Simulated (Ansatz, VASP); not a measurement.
## Two plane-wave programs on Hf

Contents of INCAR:

```
PREC = Accurate ; ENCUT = 520
EDIFF = 1E-6 ; ISMEAR = 0
SIGMA = 0.1 ; LREAL = F
LASPH = T ; NELM = 100
ALGO = Normal ; ISIF = 2
LWAVE = F ; LCHARG = F
GGA = PE ; NBANDS = 11
```

Contents of KPOINTS:

```
Automatic mesh
0
Gamma
  16 16 16
```

Contents of POSCAR:

```
Hf
1.0
   -1.7174632796      1.7174632796      1.7174632796
    1.7174632796     -1.7174632796      1.7174632796
    1.7174632796      1.7174632796     -1.7174632796
Hf
1
Direct
    0.0000000000      0.0000000000      0.0000000000
```

Input for Ansatz:

```yaml
crystal:
  lattice:
    - [-1.7174632796, 1.7174632796, 1.7174632796]
    - [1.7174632796, -1.7174632796, 1.7174632796]
    - [1.7174632796, 1.7174632796, -1.7174632796]
  atoms:
    - { symbol: Hf, position: [0.0, 0.0, 0.0] }
basis:
  ecutwfc: 420
kpoints:
  mp_grid: { grid: [16, 16, 16] }
hamiltonian:
  xc: pbe
scf:
  occupations: { method: gaussian, width: 0.1 }
output:
  forces: true
  stress: true
  eigenvalues: true
```

Alike in both runs: task single point; functional PBE; k mesh 16 × 16 × 16; occupations gaussian, width 0.1 eV; no spin polarisation.

```csv
,VASP,Ansatz
version,VASP 6.6.1,Ansatz 0.2.0
potentials or method,"VASP PAW PBE potentials, release 64 (Hf_pv), cutoff 520 eV","scalar-relativistic, plane waves, PAW"
valence electrons in the cell,10,26
```

Ansatz gave:

| Quantity | Value |
| --- | --- |
| gap on the k mesh at the Fermi level (eV) | none |
| pressure (GPa) | 11.2 |

What did VASP give for the same quantities?

gap on the k mesh at the Fermi level (eV): none; pressure (GPa): 10.8.

A gap of «none» marks a metal or a gap that the smearing closes. VASP's potentials hold 10 valence electrons a cell and Ansatz's 26, so a difference there can come from the potentials and not from the codes.

Spin-orbit coupling is off throughout.
